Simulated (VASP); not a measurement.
# MoS2 (P6_3/mmc) in VASP: single point with PBEsol

Aim: the single point of MoS2 with PBEsol.

Everything below comes from runs of VASP 6.6.1. Logs are shortened: lines on timing, memory, paths and dates and some standing lists are left out, and cuts for length are marked.

### Step 1. The cell of the first run

The structure is hexagonal, space group P6_3/mmc (No. 194). The conventional cell has a = 3.231 Å, b = 3.231 Å, c = 12.566 Å, α = 90.00°, β = 90.00°, γ = 120.00°. Mo (site symmetry -6m2) has 6 S at 2.45 Å within 3.2 Å. Within 3.2 Å of S (site symmetry 3m) lie 3 Mo at 2.45 Å and 1 S at 3.19 Å.

### Step 2. Single point, PBEsol (volume scaled by 1.06)

INCAR reads:

```
PREC = Accurate
ENCUT = 520
EDIFF = 1E-6
ISMEAR = -1
SIGMA = 0.05
LREAL = F
LASPH = T
NELM = 80
ALGO = Normal
ISIF = 2
LWAVE = F
LCHARG = F
GGA = PS
NBANDS = 35
```

KPOINTS reads:

```
regular mesh
0
Gamma
  10 10 3
```

POSCAR reads:

```
MoS2
1.0
    3.2311530343      0.0000000000      0.0000000000
   -1.6155765171      2.7982606112      0.0000000000
    0.0000000000      0.0000000000     12.5657084235
Mo S
2 4
Direct
    0.6666666667      0.3333333333      0.7500000000
    0.3333333333      0.6666666667      0.2500000000
    0.6666666667      0.3333333333      0.3770000000
    0.3333333333      0.6666666667      0.8770000000
    0.6666666667      0.3333333333      0.1230000000
    0.3333333333      0.6666666667      0.6230000000
```

Potentials or basis: VASP PAW PBE potentials, release 64 (Mo_sv, S).

Command:

```bash
$ cat potpaw_PBE.64/Mo_sv/POTCAR potpaw_PBE.64/S/POTCAR > POTCAR
$ mpirun -np 1 vasp_std > vasp.out
```

OUTCAR:

```text
PREC = Accurate
   ENCUT = 520
   EDIFF = 1E-6
   ISMEAR = -1
   LREAL = F
   LASPH = T
   NELM = 80
   ISIF = 2
   GGA = PS

 ion  position               nearest neighbor table
   1  0.667  0.333  0.750-   4 2.45   6 2.45   4 2.45   6 2.45   4 2.45   6 2.45
   2  0.333  0.667  0.250-   3 2.45   5 2.45   3 2.45   5 2.45   3 2.45   5 2.45
   3  0.667  0.333  0.377-   2 2.45   2 2.45   2 2.45
   4  0.333  0.667  0.877-   1 2.45   1 2.45   1 2.45
   5  0.667  0.333  0.123-   2 2.45   2 2.45   2 2.45
   6  0.333  0.667  0.623-   1 2.45   1 2.45   1 2.45

  LATTYP: Found a hexagonal cell.
 ALAT       =     3.2311530343
 C/A-ratio  =     3.8889239507

  Lattice vectors:

 A1 = (   3.2311530343,   0.0000000000,   0.0000000000)
 A2 = (  -1.6155765171,   2.7982606112,   0.0000000000)
 A3 = (   0.0000000000,   0.0000000000,  12.5657084235)

Analysis of symmetry for initial positions (statically):
=====================================================================
 Subroutine PRICEL returns:
 Original cell was already a primitive cell.

 Routine SETGRP: Setting up the symmetry group for a
 hexagonal supercell.

 Subroutine GETGRP returns: Found 24 space group operations
 (whereof 12 operations were pure point group operations)
 out of a pool of 24 trial point group operations.

The static configuration has the point symmetry D_3d.
 The point group associated with its full space group is D_6h.

Analysis of symmetry for dynamics (positions and initial velocities):
=====================================================================
 Subroutine PRICEL returns:
 Original cell was already a primitive cell.

 Routine SETGRP: Setting up the symmetry group for a
 hexagonal supercell.

 Subroutine GETGRP returns: Found 24 space group operations
 (whereof 12 operations were pure point group operations)
 out of a pool of 24 trial point group operations.

The dynamic configuration has the point symmetry D_3d.
 The point group associated with its full space group is D_6h.

 Subroutine INISYM returns: Found 24 space group operations
 (whereof 12 operations are pure point group operations),
 and found     1 'primitive' translations

----------------------------------------------------------------------------------------
[... 93 lines left out ...]
   ISTART =      0    job   : 0-new  1-cont  2-samecut
   ICHARG =      2    charge: 1-file 2-atom 10-const
   ISPIN  =      1    spin polarized calculation?
   LNONCOLLINEAR =      F non collinear calculations
   LSORBIT =      F    spin-orbit coupling
   LASPH  =      T    aspherical Exc in radial PAW
   ENCUT  =  520.0 eV  38.22 Ry    6.18 a.u.   6.01  6.01 23.36*2*pi/ulx,y,z
   NELM   =     80;   NELMIN=  2; NELMDL= -5     # of ELM steps
   EDIFF  = 0.1E-05   stopping-criterion for ELM
   LREAL  =      F    real-space projection
   EDIFFG = 0.1E-04   stopping-criterion for IOM
   NSW    =      0    number of steps for IOM
   IBRION =     -1    ionic relax: 0-MD 1-quasi-New 2-CG
   NFREE  =      0    steps in history (QN), initial steepest desc. (CG)
   ISIF   =      2    stress and relaxation
   ISYM   =      2    0-nonsym 1-usesym 2-fastsym
   POTIM  = 0.5000    time-step for ionic-motion
   TEBEG  =    0.0;   TEEND  =   0.0 temperature during run
   PSTRESS=    0.0 pullay stress
   NELECT =      52.0000    total number of electrons
   NUPDOWN=      -1.0000    fix difference up-down
   EMIN   =  10.00;   EMAX   =-10.00  energy-range for DOS
   EFERMI =   0.00;   METHOD = LEGACY
   ISMEAR =    -1;   SIGMA  =   0.05  broadening in eV -4-tet -1-fermi 0-gaus
   EFERMI_NEDOS =   21; number of points for ismear=-14 and -15
   IALGO  =     38    algorithm
   IMIX   =      4    mixing-type and parameters
     AMIX     =   0.40;   BMIX     =  1.00
     AMIX_MAG =   1.60;   BMIX_MAG =  1.00
  volume/ion in A,a.u.               =      18.94       127.78
  Fermi-wavevector in a.u.,A,eV,Ry     =   1.261629  2.384133 21.656505  1.591708
  Thomas-Fermi vector in A             =   2.395079
   LORBIT       =      0    0 simple, 1 ext, 2 COOP (PROOUT), +10 PAW based schemes
   GGA     = PS    functional components
   LHFCALC =     F    Hartree Fock is set to
   AEXX    =    0.0000 exact exchange contribution
   IVDW    =     0    specifies the selected vdW correction
   LEPSILON=     F    determine dielectric tensor
   LRPA    =     F    only Hartree local field effects (RPA)
 non-spin polarized calculation
  energy-cutoff  :      520.00
  volume of cell :      113.61
 maximum number of plane-waves:      3102
   NGX = 13   NGY = 13   NGZ = 47

 number of electron      52.0000000 magnetization

 Free energy of the ion-electron system (eV)
  ---------------------------------------------------
  ext. energy  EPLUGINS =         0.00000000
  ---------------------------------------------------
  free energy    TOTEN  =       -46.60707775 eV

  energy without entropy =      -46.60707535  energy(sigma->0) =      -46.60707655

 E-fermi :   7.0376     XC(G=0): -10.7103

 val. band max:        6.6214872981   @ k =   0.0000   0.0000   0.0000
 cond. band min:       7.5643620045   @ k =   0.2000   0.2000   0.0000
 fundamental gap:      0.9428747064
 Fermi energy:         7.0375902601

 k-point     1 :       0.0000    0.0000    0.0000
  band No.  band energies     occupation
      1     -54.7850      2.00000
      2     -54.7850      2.00000
      3     -28.9185      2.00000
      4     -28.9184      2.00000
      5     -28.7476      2.00000
      6     -28.7476      2.00000
[... 901 lines left out ...]
     34      10.1640      0.00000
     35      12.3155      0.00000

 [... further k-points ...]
[... 5 lines left out ...]
  --------------------------------------------------------------------------------------
  -------------------------------------------------------------------------------------
  Total       -7.3125641     -7.3125641     -7.3488833     -0.0000000     -0.0000000      0.0000000
  in kB     -103.1211156   -103.1211156   -103.6332857     -0.0000000     -0.0000000      0.0000000
  external PRESSURE =    -103.2918390 kB  Pullay stress =       0.0000000 kB

 VOLUME and BASIS-vectors are now :
 -----------------------------------------------------------------------------
  energy-cutoff  :      520.00
  volume of cell :      113.61
      direct lattice vectors                 reciprocal lattice vectors
     3.231153034  0.000000000  0.000000000     0.309487044  0.178682428  0.000000000
    -1.615576517  2.798260611  0.000000000     0.000000000  0.357364856  0.000000000
     0.000000000  0.000000000 12.565708424     0.000000000  0.000000000  0.079581665

 POSITION                                       TOTAL-FORCE (eV/Angst)
 -----------------------------------------------------------------------------------
      1.61558      0.93275      9.42428        -0.000000     -0.000000      0.000000
     -0.00000      1.86551      3.14143         0.000000      0.000000      0.000000
      1.61558      0.93275      4.73727         0.000000     -0.000000     -1.151833
     -0.00000      1.86551     11.02013         0.000000      0.000000     -1.151833
      1.61558      0.93275      1.54558         0.000000     -0.000000      1.151833
     -0.00000      1.86551      7.82844         0.000000      0.000000      1.151833
 -----------------------------------------------------------------------------------
    total drift:                               -0.000000      0.000000     -0.000000

  FREE ENERGIE OF THE ION-ELECTRON SYSTEM (eV)
  ---------------------------------------------------
  free  energy   TOTEN  =       -46.6070777525 eV

  energy  without entropy=      -46.6070753457  energy(sigma->0) =      -46.60707655
```

It took 96 s on 1 thread of Intel Xeon Platinum 8259CL at 2.50GHz (Skylake/Cascade Lake), shared host; peak memory 0.27 GiB.

Results:

| Quantity | Value |
| --- | --- |
| Free energy | -46.6071 eV |
| Pressure | -10.3 GPa |
| Largest force | 1.152 eV/Å |
| Band gap on the k mesh | 0.94 eV, indirect (least direct gap 1.73 eV) |

Forces in eV/Å, atoms in the order of the input:
```
Mo   0.000  0.000  0.000
Mo   0.000  0.000  0.000
S    0.000  0.000 -1.152
S    0.000  0.000 -1.152
S    0.000  0.000  1.152
S    0.000  0.000  1.152
```

Caveat: the PAW data sets were made with another functional, which shifts forces and pressure a little; this functional lacks dispersion, which binds the layers, so the pressure and a relaxed spacing across them are unreliable. A k mesh can miss the band edges.
